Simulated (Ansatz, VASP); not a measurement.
**SiC in VASP and in Ansatz**

```
Si C
1.0
     0.00000    2.20767    2.20767
     2.20767    0.00000    2.20767
     2.20767    2.20767    0.00000
Si C
1 1
Direct
  0.00000 0.00000 0.00000
  0.25000 0.25000 0.25000
```

Alike in both runs: task single point; functional PBE; k mesh 7 × 7 × 7; no spin polarisation.

|  | VASP | Ansatz |
| --- | --- | --- |
| version | VASP 6.6.1 | Ansatz 0.2.0 |
| potentials or method | VASP PAW PBE potentials, release 64 (Si, C), cutoff 520 eV | plane waves, PAW |
| occupations | fermi-dirac, width 0.1 eV | fermi-dirac |
| valence electrons in the cell | 8 | 8 |

```tsv
	VASP	Ansatz	Ansatz less VASP
pressure (GPa)	-5.0	-4.9	+0.04
```
